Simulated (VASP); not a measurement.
# Zn6GaO8 (a cell with a defect) in VASP: a series of runs

Zn6GaO8 (a cell with a defect) is run at these levels: PBE; tasks: single point.

Program: VASP 6.6.1. These are calculated values, not measurements. Logs are shortened: lines on timing, memory, paths and dates and some standing lists are left out, and cuts for length are marked.

## Step 1: The cell of the first run

The cell holds a defect, 15 atoms: a = 6.410 Å, b = 5.551 Å, c = 5.122 Å, α = 90.00°, β = 90.00°, γ = 90.00°.

## Step 2: Single point, PBE

Input file INCAR:

```
ALGO = Normal ; EDIFF = 1E-6
ENCUT = 520 ; GGA = PE
ISIF = 2 ; ISMEAR = -1
LASPH = T ; LCHARG = F
LREAL = Auto ; LWAVE = F
NBANDS = 80 ; NELECT = 132.0
NELM = 60 ; PREC = Accurate
SIGMA = 0.05
```

Input file KPOINTS:

```
k-points
0
Gamma
  2 2 2
```

Input file POSCAR:

```
Zn6GaO8
1.0
   -3.2049000000     -5.5510500000      0.0000000000
    4.8073500000     -2.7755250000      0.0000000000
    0.0000000000      0.0000000000      5.1216000000
Zn O Ga
6 8 1
Direct
    0.5362691850      0.3231420868      0.0048127538
    0.4685458361      0.6844624482      0.4842228991
    0.2641615706      0.8124437408     -0.0152913152
   -0.0100571267      0.6863712679      0.5151144174
    0.7671979100      0.8155311308      0.0074232662
    0.7154582371      0.1829554961      0.5218263824
    0.4778644625      0.3529798779      0.3753411043
    0.5186533263      0.6555262349      0.8658542252
    0.2237535866      0.8524706688      0.3623477038
    0.2805084456      0.1539635178      0.8998578569
   -0.0484143751      0.3627060167      0.3893767573
    0.0149624472      0.6308837815      0.8959729381
    0.7308383951      0.8496088224      0.3902110669
    0.7954822014      0.1561061515      0.9019450953
    0.0656606461      0.2746660436      0.0858292331
```

Potentials or basis: VASP PAW PBE potentials, release 64 (Zn, O, Ga_d).

Started as:

```console
cat potpaw_PBE.64/Zn/POTCAR potpaw_PBE.64/O/POTCAR potpaw_PBE.64/Ga_d/POTCAR > POTCAR
mpirun -np 1 vasp_std > vasp.out
```

OUTCAR:

```text
EDIFF = 1E-6
   ENCUT = 520
   GGA = PE
   ISIF = 2
   ISMEAR = -1
   LASPH = T
   LREAL = Auto
   NELECT = 132.0
   NELM = 60
   PREC = Accurate

 ion  position               nearest neighbor table
   1  0.536  0.323  0.005-   7 1.94  10 1.96  14 1.97   8 1.98   6 2.84   6 2.99
   2  0.469  0.684  0.484-   7 1.92   9 1.93  13 1.97   8 1.99   3 2.96   3 2.97
   3  0.264  0.812  0.985-  12 1.94   8 1.95  10 1.95   9 1.96  15 2.91   2 2.96   2 2.97
   4  0.990  0.686  0.515-  11 1.92   9 1.93  12 1.98  13 2.00   5 2.98
   5  0.767  0.816  0.007-   8 1.96  12 1.97  14 1.97  13 1.98   4 2.98
   6  0.715  0.183  0.522-  11 1.94   7 1.94  13 1.97  14 2.02   1 2.84   1 2.99
   7  0.478  0.353  0.375-   2 1.92   1 1.94   6 1.94
   8  0.519  0.656  0.866-   3 1.95   5 1.96   1 1.98   2 1.99
   9  0.224  0.852  0.362-   4 1.93   2 1.93   3 1.96
  10  0.281  0.154  0.900-  15 1.80   3 1.95   1 1.96
  11  0.952  0.363  0.389-  15 1.79   4 1.92   6 1.94
  12  0.015  0.631  0.896-   3 1.94   5 1.97   4 1.98  15 2.23
  13  0.731  0.850  0.390-   6 1.97   2 1.97   5 1.98   4 2.00
  14  0.795  0.156  0.902-   1 1.97   5 1.97   6 2.02  15 2.08
  15  0.066  0.275  0.086-  11 1.79  10 1.80  14 2.08  12 2.23   3 2.91

  LATTYP: Found a simple orthorhombic cell.
 ALAT       =     5.1216000000
 B/A-ratio  =     1.0838506960
 C/A-ratio  =     1.2515230236

  Lattice vectors:

 A1 = (   0.0000000000,   0.0000000000,  -5.1216000000)
 A2 = (   4.8073500000,  -2.7755250000,   0.0000000000)
 A3 = (  -3.2049000000,  -5.5510500000,   0.0000000000)

Analysis of symmetry for initial positions (statically):
=====================================================================
 Subroutine PRICEL returns:
 Original cell was already a primitive cell.

 Routine SETGRP: Setting up the symmetry group for a
 simple orthorhombic supercell.

 Subroutine GETGRP returns: Found  1 space group operations
 (whereof  1 operations were pure point group operations)
 out of a pool of  8 trial point group operations.

The static configuration has the point symmetry C_1 .

Analysis of symmetry for dynamics (positions and initial velocities):
=====================================================================
 Subroutine PRICEL returns:
 Original cell was already a primitive cell.

 Routine SETGRP: Setting up the symmetry group for a
 simple orthorhombic supercell.

 Subroutine GETGRP returns: Found  1 space group operations
 (whereof  1 operations were pure point group operations)
 out of a pool of  8 trial point group operations.

The dynamic configuration has the point symmetry C_1 .

 Subroutine INISYM returns: Found  1 space group operations
 (whereof  1 operations are pure point group operations),
 and found     1 'primitive' translations

----------------------------------------------------------------------------------------

                                     Primitive cell

  volume of cell :     182.2323

  direct lattice vectors                    reciprocal lattice vectors
    -3.204900000 -5.551050000  0.000000000    -0.078005554 -0.135109574  0.000000000
     4.807350000 -2.775525000  0.000000000     0.156011108 -0.090073049  0.000000000
     0.000000000  0.000000000  5.121600000     0.000000000  0.000000000  0.195251484

  length of vectors
     6.409800318  5.551049725  5.121600000     0.156011100  0.180146107  0.195251484

  position of ions in fractional coordinates (direct lattice)
     0.536269185  0.323142087  0.004812754
     0.468545836  0.684462448  0.484222899
     0.264161571  0.812443741  0.984708685
     0.989942873  0.686371268  0.515114417
     0.767197910  0.815531131  0.007423266
     0.715458237  0.182955496  0.521826382
     0.477864463  0.352979878  0.375341104
     0.518653326  0.655526235  0.865854225
     0.223753587  0.852470669  0.362347704
     0.280508446  0.153963518  0.899857857
     0.951585625  0.362706017  0.389376757
     0.014962447  0.630883782  0.895972938
     0.730838395  0.849608822  0.390211067
     0.795482201  0.156106151  0.901945095
     0.065660646  0.274666044  0.085829233

  ion indices of the primitive-cell ions
[... 27 lines left out ...]
  Cartesian coordinates                     Fractional coordinates (reciprocal lattice)
    -0.039002777 -0.067554787  0.000000000     0.500000000  0.000000000  0.000000000
     0.078005554 -0.045036525  0.000000000     0.000000000  0.500000000  0.000000000
     0.000000000  0.000000000  0.097625742     0.000000000  0.000000000  0.500000000

  Length of vectors
     0.078005550  0.090073054  0.097625742

  Shift w.r.t. Gamma in fractional coordinates (k-lattice)
     0.000000000  0.000000000  0.000000000

 Subroutine IBZKPT returns following result:
 ===========================================

 Found      8 irreducible k-points:

 Following reciprocal coordinates:
            Coordinates               Weight
  0.000000  0.000000  0.000000      1.000000
  0.500000  0.000000  0.000000      1.000000
 -0.000000  0.500000  0.000000      1.000000
  0.500000  0.500000  0.000000      1.000000
  0.000000  0.000000  0.500000      1.000000
  0.500000  0.000000  0.500000      1.000000
 -0.000000  0.500000  0.500000      1.000000
  0.500000  0.500000  0.500000      1.000000
   k-points           NKPTS =      8   k-points in BZ     NKDIM =      8   number of bands    NBANDS=     80
   number of dos      NEDOS =    301   number of ions     NIONS =     15
   total plane-waves  NPLWV =  80640
   dimension x,y,z NGX =    48 NGY =   42 NGZ =   40
   dimension x,y,z NGXF=    96 NGYF=   84 NGZF=   80
   ions per type =               6   8   1
   NGX,Y,Z   is equivalent  to a cutoff of  12.45, 12.58, 12.98 a.u.
   NGXF,Y,Z  is equivalent  to a cutoff of  24.90, 25.16, 25.97 a.u.
 SYSTEM =  unknown system
   PREC   = accura    normal or accurate (medium, high low for compatibility)
   ISTART =      0    job   : 0-new  1-cont  2-samecut
   ICHARG =      2    charge: 1-file 2-atom 10-const
   ISPIN  =      1    spin polarized calculation?
   LNONCOLLINEAR =      F non collinear calculations
   LSORBIT =      F    spin-orbit coupling
   LASPH  =      T    aspherical Exc in radial PAW
   ENCUT  =  520.0 eV  38.22 Ry    6.18 a.u.  11.92 10.32  9.52*2*pi/ulx,y,z
   NELM   =     60;   NELMIN=  2; NELMDL= -5     # of ELM steps
   EDIFF  = 0.1E-05   stopping-criterion for ELM
   LREAL  =      T    real-space projection
   EDIFFG = 0.1E-04   stopping-criterion for IOM
   NSW    =      0    number of steps for IOM
   IBRION =     -1    ionic relax: 0-MD 1-quasi-New 2-CG
   NFREE  =      0    steps in history (QN), initial steepest desc. (CG)
   ISIF   =      2    stress and relaxation
   ISYM   =      2    0-nonsym 1-usesym 2-fastsym
   POTIM  = 0.5000    time-step for ionic-motion
   TEBEG  =    0.0;   TEEND  =   0.0 temperature during run
   PSTRESS=    0.0 pullay stress
   NELECT =     132.0000    total number of electrons
   NUPDOWN=      -1.0000    fix difference up-down
   EMIN   =  10.00;   EMAX   =-10.00  energy-range for DOS
   EFERMI =   0.00;   METHOD = LEGACY
   ISMEAR =    -1;   SIGMA  =   0.05  broadening in eV -4-tet -1-fermi 0-gaus
   EFERMI_NEDOS =   21; number of points for ismear=-14 and -15
   IALGO  =     38    algorithm
   IMIX   =      4    mixing-type and parameters
     AMIX     =   0.40;   BMIX     =  1.00
     AMIX_MAG =   1.60;   BMIX_MAG =  1.00
  volume/ion in A,a.u.               =      12.15        81.98
  Fermi-wavevector in a.u.,A,eV,Ry     =   1.470250  2.778369 29.410812  2.161634
  Thomas-Fermi vector in A             =   2.585529
   LORBIT       =      0    0 simple, 1 ext, 2 COOP (PROOUT), +10 PAW based schemes
   GGA     = PE    functional components
   LHFCALC =     F    Hartree Fock is set to
   AEXX    =    0.0000 exact exchange contribution
   IVDW    =     0    specifies the selected vdW correction
   LEPSILON=     F    determine dielectric tensor
   LRPA    =     F    only Hartree local field effects (RPA)
 non-spin polarized calculation
  energy-cutoff  :      520.00
  volume of cell :      182.23
 maximum number of plane-waves:      4924
 NGX is ok and might be reduce to    48
   NGX = 23   NGY = 21   NGZ = 19

 number of electron     131.9999993 magnetization

 Free energy of the ion-electron system (eV)
  ---------------------------------------------------
  ext. energy  EPLUGINS =         0.00000000
  ---------------------------------------------------
  free energy    TOTEN  =       -68.79085436 eV

  energy without entropy =      -68.70303731  energy(sigma->0) =      -68.74694584

 E-fermi :   0.6238     XC(G=0): -10.6294

 val. band max:        0.6107614994   @ k =   0.5000   0.0000   0.0000
 cond. band min:       0.6315381338   @ k =   0.0000   0.0000   0.5000
 fundamental gap:      0.0207766344
 Fermi energy:         0.6238317582

 k-point     1 :       0.0000    0.0000    0.0000
  band No.  band energies     occupation
      1     -17.2194      2.00000
      2     -16.6680      2.00000
      3     -16.5279      2.00000
      4     -16.3263      2.00000
      5     -16.2958      2.00000
      6     -16.2280      2.00000
[... 637 lines left out ...]
     77       9.8191      0.00000
     78      10.1107      0.00000
 [bands above 78 left out]

------------------------ aborting loop because EDIFF is reached ----------------------------------------

  FORCE on cell =-STRESS in cart. coord.  units (eV):
  Direction    XX          YY          ZZ          XY          YZ          ZX
  --------------------------------------------------------------------------------------
  -------------------------------------------------------------------------------------
  Total       -4.9469796     -2.5913381     -0.6088760     -1.9524245      1.5508831      3.4737180
  in kB      -43.4936072    -22.7829204     -5.3532084    -17.1656222     13.6352896     30.5407618
  external PRESSURE =     -23.8765787 kB  Pullay stress =       0.0000000 kB

 VOLUME and BASIS-vectors are now :
 -----------------------------------------------------------------------------
  energy-cutoff  :      520.00
  volume of cell :      182.23
      direct lattice vectors                 reciprocal lattice vectors
    -3.204900000 -5.551050000  0.000000000    -0.078005554 -0.135109574  0.000000000
     4.807350000 -2.775525000  0.000000000     0.156011108 -0.090073049  0.000000000
     0.000000000  0.000000000  5.121600000     0.000000000  0.000000000  0.195251484

 POSITION                                       TOTAL-FORCE (eV/Angst)
 -----------------------------------------------------------------------------------
     -0.16523     -3.87375      0.02465         0.061957      0.128659      0.054153
      1.78881     -4.50066      2.48000        -0.078143     -0.030723      0.110340
      3.05909     -3.72133      5.04328         0.120441     -0.068616      0.180167
      0.12696     -7.40026      2.63821        -0.077894      0.002751      0.061230
      1.46175     -6.52228      0.03802        -0.083076      0.022584      0.054943
     -1.41344     -4.47934      2.67259        -0.109288     -0.132225      0.033404
      0.16539     -3.63235      1.92235        -0.163332     -0.212952      0.150122
      1.48911     -4.69850      4.43456        -0.003111      0.002878      0.060736
      3.38102     -3.60812      1.85580        -0.356313     -0.008128      0.194418
     -0.15885     -1.98445      4.60871         0.042516      0.029188      0.033148
     -1.30608     -6.28900      1.99423        -0.274821     -0.168871      0.100911
      2.98493     -1.83409      4.58881        -0.410643      0.132763      0.216985
      1.74210     -6.41503      1.99851        -0.069393     -0.024475      0.108451
     -1.79898     -4.84904      4.61940        -0.031455     -0.224347      0.142729
      1.10998     -1.12683      0.43958         1.432556      0.551513     -1.501737
 -----------------------------------------------------------------------------------
    total drift:                                0.006485      0.000128     -0.000491

  FREE ENERGIE OF THE ION-ELECTRON SYSTEM (eV)
  ---------------------------------------------------
  free  energy   TOTEN  =       -68.7908543574 eV

  energy  without entropy=      -68.7030373139  energy(sigma->0) =      -68.74694584
```

Run time: 1.8 min. Hardware: 1 thread of AMD EPYC 9R45 (Zen 5), shared host; peak memory 0.27 GiB.

Results:

```yaml
Free_energy: -68.7909 eV
Largest_force: 2.147 eV/Å
```

Forces on the atoms (eV/Å):
```
Zn   0.062  0.129  0.054
Zn  -0.078 -0.031  0.110
Zn   0.120 -0.069  0.180
Zn  -0.078  0.003  0.061
Zn  -0.083  0.023  0.055
Zn  -0.109 -0.132  0.033
O   -0.163 -0.213  0.150
O   -0.003  0.003  0.061
O   -0.356 -0.008  0.194
O    0.043  0.029  0.033
O   -0.275 -0.169  0.101
O   -0.411  0.133  0.217
O   -0.069 -0.024  0.108
O   -0.031 -0.224  0.143
Ga   1.433  0.552 -1.502
```

Levels at points of the mesh, in eV from the Fermi level:
```tsv
k point	band 63	band 64	band 65	band 66	band 67	band 68	band 69	band 70
(0.00, 0.00, 0.00)	-0.32	-0.20	0.18	0.25	0.33	1.71	5.83	6.30
(0.50, 0.00, 0.00)	-0.48	-0.18	-0.04	-0.01	0.13	3.61	3.83	6.78
(0.00, 0.50, 0.00)	-0.42	-0.19	-0.09	-0.01	0.01	3.88	3.97	6.06
(0.50, 0.50, 0.00)	-0.41	-0.38	-0.30	-0.10	-0.06	4.79	4.89	5.10
(0.00, 0.00, 0.50)	-0.51	-0.14	-0.11	0.01	0.11	3.78	4.61	5.51
(0.50, 0.00, 0.50)	-0.49	-0.44	-0.39	-0.23	-0.10	4.71	5.20	5.54
(0.00, 0.50, 0.50)	-0.54	-0.51	-0.44	-0.29	-0.14	4.59	5.12	5.48
(0.50, 0.50, 0.50)	-0.62	-0.51	-0.44	-0.31	-0.27	5.19	5.55	6.06
```

Caveat: the k points lie up to 0.61 Å⁻¹ apart; the cell carries a net charge on a neutralising background, which shifts energy and pressure; the cell is charged against a uniform background, so pressure and absolute levels hang on convention.

## Step 3: Single point, PBE

Input file INCAR:

```
SYSTEM = Zn6GaO8
ALGO = Normal
EDIFF = 1E-7
ENCUT = 520
GGA = PE
ISIF = 2
ISMEAR = -1
LASPH = .TRUE.
LCHARG = .FALSE.
LREAL = Auto
LWAVE = .FALSE.
NBANDS = 80
NELECT = 132.0
NELM = 80
PREC = Accurate
SIGMA = 0.05
```

Input file KPOINTS:

```
k-points
0
G
  2 2 2
  0 0 0
```

Input file POSCAR:

```
Zn6GaO8
1.0
   -3.2049000000     -5.5510500000      0.0000000000
    4.8073500000     -2.7755250000      0.0000000000
    0.0000000000      0.0000000000      5.1216000000
Zn O Ga
6 8 1
Direct
    0.5163239970      0.3246800790      0.0047129803
    0.4768514550      0.6774266962      0.4922873711
    0.2608773510      0.8279020296     -0.0050724383
   -0.0067410371      0.6766841711      0.5058360669
    0.7619395099      0.8187030142      0.0076099266
    0.7307676910      0.1790569384      0.5116522181
    0.4958366693      0.3508831147      0.3792681974
    0.5122140626      0.6596738014      0.8730775539
    0.2340379772      0.8337631571      0.3711658466
    0.2639613118      0.1619746031      0.8992888941
   -0.0309925158      0.3517385017      0.3778908935
    0.0116521698      0.6350039084      0.8916848251
    0.7365825484      0.8437158537      0.3923488754
    0.7815628041      0.1609035395      0.8954125664
    0.0305683227      0.3114656552      0.0284588800
```

Potentials or basis: VASP PAW PBE potentials, release 64 (Zn, O, Ga_d).

Started as:

```console
cat potpaw_PBE.64/Zn/POTCAR potpaw_PBE.64/O/POTCAR potpaw_PBE.64/Ga_d/POTCAR > POTCAR
mpirun -np 1 vasp_std > vasp.out
```

Run time: 2.1 min. Hardware: 1 thread of AMD EPYC 9R45 (Zen 5), shared host; peak memory 0.27 GiB.

Results (log left out):

- Free energy: -69.6972 eV
- Largest force: 0.647 eV/Å

Forces on the atoms (eV/Å):
```
Zn   0.083  0.148  0.007
Zn  -0.118 -0.084  0.120
Zn   0.104 -0.040  0.095
Zn  -0.094  0.010 -0.014
Zn   0.030  0.017  0.035
Zn  -0.154 -0.124 -0.021
O   -0.128 -0.095  0.075
O    0.040  0.033  0.099
O   -0.145 -0.041  0.110
O    0.157  0.118 -0.021
O   -0.237 -0.135 -0.082
O    0.016  0.011  0.006
O   -0.097 -0.033  0.054
O    0.095  0.080 -0.013
Ga   0.447  0.134 -0.448
```

Levels at points of the mesh, in eV from the Fermi level:
```tsv
k point	band 63	band 64	band 65	band 66	band 67	band 68	band 69	band 70
(0.00, 0.00, 0.00)	-0.44	-0.26	0.23	0.25	0.31	1.84	6.16	6.53
(0.50, 0.00, 0.00)	-0.41	-0.19	-0.14	0.02	0.14	3.61	4.05	7.40
(0.00, 0.50, 0.00)	-0.42	-0.17	-0.13	-0.07	0.03	4.04	4.20	6.41
(0.50, 0.50, 0.00)	-0.47	-0.34	-0.33	-0.19	-0.04	4.97	5.09	5.21
(0.00, 0.00, 0.50)	-0.49	-0.30	-0.21	0.08	0.15	3.91	4.85	6.08
(0.50, 0.00, 0.50)	-0.55	-0.47	-0.31	-0.20	-0.08	5.00	5.30	5.61
(0.00, 0.50, 0.50)	-0.66	-0.59	-0.51	-0.26	-0.11	5.09	5.40	5.69
(0.50, 0.50, 0.50)	-0.69	-0.64	-0.49	-0.26	-0.20	5.83	5.88	6.14
```

Caveat: the k points lie up to 0.61 Å⁻¹ apart; the cell carries a net charge on a neutralising background, which shifts energy and pressure; the cell is charged against a uniform background, so pressure and absolute levels hang on convention.

## Step 4: Single point, PBE

Edit INCAR of step 3 so:

```diff
@@ -2,3 +2,3 @@
 ALGO = Normal
-EDIFF = 1E-7
+EDIFF = 1E-6
 ENCUT = 520
```

KPOINTS is that of step 3.

Input file POSCAR:

```
Zn6GaO8
1.0
   -3.2049000000     -5.5510500000      0.0000000000
    4.8073500000     -2.7755250000      0.0000000000
    0.0000000000      0.0000000000      5.1216000000
Zn O Ga
6 8 1
Direct
    0.4894983492      0.3305245633      0.0044724305
    0.4942328739      0.6641700599      0.5000745861
    0.2514843312      0.8464322617      0.0017711262
    0.0084178233      0.6647575654      0.4966916589
    0.7498860547      0.8297972514      0.0055232740
    0.7490636460      0.1680010981      0.5003789831
    0.5137192899      0.3423156109      0.3777423071
    0.4992618878      0.6682091848      0.8810781787
    0.2523573299      0.8187423438      0.3747049750
    0.2402272373      0.1733587679      0.8884723524
   -0.0143199819      0.3406548078      0.3661804905
    0.0012423791      0.6521773328      0.8849988285
    0.7505897875      0.8324981976      0.3916529991
    0.7591899881      0.1718526824      0.8880369416
    0.0051482503      0.3298413112      0.0046210169
```

Started as:

```console
cat potpaw_PBE.64/Zn/POTCAR potpaw_PBE.64/O/POTCAR potpaw_PBE.64/Ga_d/POTCAR > POTCAR
mpirun -np 1 vasp_std > vasp.out
```

Run time: 1.9 min. Hardware: 1 thread of AMD EPYC 9R45 (Zen 5), shared host; peak memory 0.27 GiB.

The run converged. Its results:

* Free energy: -69.9023 eV
* Largest force: 0.072 eV/Å

Forces in eV/Å, atoms in the order of the input:
```
Zn  -0.010 -0.021 -0.028
Zn   0.004 -0.027  0.019
Zn  -0.008  0.015 -0.021
Zn   0.015  0.010  0.027
Zn   0.004 -0.008 -0.001
Zn  -0.027  0.001  0.036
O   -0.006  0.059  0.007
O   -0.008  0.005  0.014
O    0.063 -0.034  0.006
O    0.030  0.018 -0.049
O   -0.042 -0.018 -0.013
O   -0.009 -0.001  0.001
O   -0.010  0.009 -0.005
O    0.009 -0.003  0.013
Ga  -0.004 -0.005 -0.006
```

Levels at points of the mesh, in eV from the Fermi level:
```
           k point  band 62  band 63  band 64  band 65  band 66  band 67  band 68  band 69  band 70  band 71
(0.00, 0.00, 0.00)    -0.66    -0.52    -0.30     0.21     0.27     0.30     1.87     6.13     6.62     6.71
(0.50, 0.00, 0.00)    -0.84    -0.40    -0.27    -0.15     0.04     0.12     3.55     4.11     7.38     7.67
(0.00, 0.50, 0.00)    -0.47    -0.40    -0.19    -0.13    -0.09     0.04     4.10     4.24     6.47     6.87
(0.50, 0.50, 0.00)    -0.57    -0.53    -0.36    -0.29    -0.24    -0.03     4.97     5.05     5.36     5.85
(0.00, 0.00, 0.50)    -0.70    -0.42    -0.33    -0.32     0.09     0.13     3.94     4.93     6.39     6.82
(0.50, 0.00, 0.50)    -0.74    -0.67    -0.51    -0.31    -0.22    -0.09     5.00     5.35     5.62     6.38
(0.00, 0.50, 0.50)    -0.78    -0.75    -0.64    -0.49    -0.29    -0.12     5.21     5.51     5.83     6.18
(0.50, 0.50, 0.50)    -0.99    -0.84    -0.76    -0.48    -0.25    -0.21     5.88     5.96     6.21     6.28
```

Caveat: the k points lie up to 0.61 Å⁻¹ apart; the cell carries a net charge on a neutralising background, which shifts energy and pressure; the cell is charged against a uniform background, so pressure and absolute levels hang on convention.
